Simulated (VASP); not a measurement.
Write the native input for VASP 6.6.1 that does the following.

```
Task                               : single point
Functional                         : HSE06
Potentials or basis                : VASP PAW PBE potentials, release 64 (B, N)
Cutoff                             : 520 eV
k mesh                             : 8 × 8 × 8
Occupations                        : gaussian, width 0.01 eV
Spin                               : no spin polarisation
Dipole correction                  : no
Grid for exact exchange (PRECFOCK) : Normal
Further INCAR settings             : ALGO = Normal; EDIFF = 1e-07; NBANDS = 11
Share of exact exchange            : 0.25
Screening parameter                : 0.2079 1/Å
```

Crystal: BN.

```
B N
1.0
     0.00000    1.85897    1.85897
     1.85897    0.00000    1.85897
     1.85897    1.85897    0.00000
B N
1 1
Direct
  0.00000 0.00000 0.00000
  0.25000 0.25000 0.25000
```

This cell differs from its parent crystal: strain +3.0%.

One way to write it, as run:

POSCAR

```
BN
1.0
    0.0000000000      1.8589702290      1.8589702290
    1.8589702290      0.0000000000      1.8589702290
    1.8589702290      1.8589702290      0.0000000000
B N
1 1
Direct
    0.0000000000      0.0000000000      0.0000000000
    0.2500000000      0.2500000000      0.2500000000
```

INCAR.step1

```
PREC = Accurate
ENCUT = 520
EDIFF = 1E-5
ISMEAR = 0
SIGMA = 0.01
LREAL = False
LASPH = True
NELM = 100
ALGO = Normal
ISIF = 2
LWAVE = True
LCHARG = False
GGA = PE
NBANDS = 11
```

INCAR.step2

```
PREC = Accurate
ENCUT = 520
EDIFF = 1E-7
ISMEAR = 0
SIGMA = 0.01
LREAL = False
LASPH = True
NELM = 100
ALGO = Normal
ISIF = 2
LWAVE = False
LCHARG = False
GGA = PE
LHFCALC = True
HFSCREEN = 0.2079
PRECFOCK = Normal
ISTART = 1
NBANDS = 11
```

KPOINTS

```
Automatic mesh
0
Gamma
  8 8 8
```

Potentials or basis: VASP PAW PBE potentials, release 64 (B, N).

Launch:

```sh
$ cat potpaw_PBE.64/B/POTCAR potpaw_PBE.64/N/POTCAR > POTCAR
$ cp INCAR.step1 INCAR
$ mpirun -np 1 vasp_std > vasp.out
$ cp INCAR.step2 INCAR
$ mpirun -np 1 vasp_std > vasp.out
```

It gave:

```
Pressure               : -33.4 GPa
Band gap on the k mesh : 5.66 eV (least direct gap 10.12 eV)
```

Caveat: the cell differs from its parent crystal (strain +3.0%); the cell stands under tension; the PAW data sets were made with another functional, which shifts forces and pressure a little.

Wall time 27 min on 1 thread of AMD EPYC 7R43 64-Core Processor (Zen 3), with other jobs on the host, peak memory 0.19 GiB.
